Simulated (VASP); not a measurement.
F2, 2 atoms in the cell. The cell holds a molecule in a box, 2 atoms: a = 13.000 Å, b = 13.300 Å, c = 13.600 Å, α = 90.00°, β = 90.00°, γ = 90.00°. 

* Program: VASP 6.6.1
* Task: single point
* Functional: PBEsol
* Potentials or basis: VASP PAW PBE potentials, release 64 (F_h)
* Cutoff: 910 eV
* k mesh: 1 × 1 × 1
* Occupations: gaussian, width 0.01 eV
* Spin: no spin polarisation
* Dipole correction: no
* Second run: hard_potentials
* Further INCAR settings: ALGO = Normal; EDIFF = 1e-06; NBANDS = 14; NELMDL = -8

Potentials or basis: VASP PAW PBE potentials, release 64 (F_h).

Launch:

```bash
$ cat potpaw_PBE.64/F_h/POTCAR > POTCAR
$ mpirun -np 1 vasp_gam > vasp.out
```

Hardware: 1 thread of Intel(R) Xeon(R) 6975P-C (Granite Rapids) (shared host).

Q: How long does it take, and how much memory?

A: Wall time 4.9 min on 1 thread of Intel(R) Xeon(R) 6975P-C (Granite Rapids) (shared host), peak memory 3.3 GiB. Counts: scf iterations 23, k points 1.
